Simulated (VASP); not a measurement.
The system is BaW.

```
CELL_PARAMETERS angstrom
5.38188 0.00000 0.00000
-2.69094 4.66085 0.00000
0.00000 0.00000 6.37729
ATOMIC_POSITIONS crystal
Ba 0.68712 0.00000 0.66667
Ba 0.00000 0.68712 0.33333
Ba 0.31288 0.31288 0.00000
W 0.57883 0.00000 0.16667
W 0.00000 0.57883 0.83333
W 0.42117 0.42117 0.50000
```

* Program: VASP 6.6.1
* Task: relaxation of cell and atoms
* Functional: PBE
* Potentials or basis: VASP PAW PBE potentials, release 64 (Ba_sv, W_sv)
* Cutoff: 600 eV
* k mesh: 12 × 12 × 6
* Occupations: gaussian, width 0.1 eV
* Spin: no spin polarisation

At the start: pressure 2.0 GPa; volume 26.66 Å³/atom.

How do energy, volume and symmetry change on relaxing?

Over 12 steps the energy falls by 7.6 meV/atom and the volume is 27.61 Å³/atom (+3.6 %); space group P3_221 (No. 154, to 0.1 Å) before and after.

The path:
```
step  energy change (eV)  largest force (eV/Å)  pressure (GPa)  volume (Å³)
   1              0.0000                0.2347            2.04       159.97
   2             -0.0396                0.0550           -0.53       167.96
   3             -0.0422                0.0884           -0.05       166.29
   4             -0.0432                0.0706           -0.04       166.15
   5             -0.0451                0.0201            0.01       165.73
   6             -0.0452                0.0173            0.04       165.56
   7             -0.0456                0.0125           -0.03       165.76
   8             -0.0456                0.0089           -0.07       165.90
   9             -0.0456                0.0102           -0.05       165.86
  10             -0.0456                0.0096           -0.05       165.87
  11             -0.0456                0.0041            0.05       165.52
  12             -0.0457                0.0058            0.01       165.65
```

Final structure:
```yaml
crystal:
  lattice:
    - [5.43929, 0.00000, 0.00000]
    - [-2.71965, 4.71057, 0.00000]
    - [0.00000, 0.00000, 6.46522]
  atoms:
    - { symbol: Ba, position: [0.68613, 0.00000, 0.66667] }
    - { symbol: Ba, position: [0.00000, 0.68613, 0.33333] }
    - { symbol: Ba, position: [0.31387, 0.31387, 0.00000] }
    - { symbol: W, position: [0.58508, 0.00000, 0.16667] }
    - { symbol: W, position: [0.00000, 0.58508, 0.83333] }
    - { symbol: W, position: [0.41492, 0.41492, 0.50000] }
```
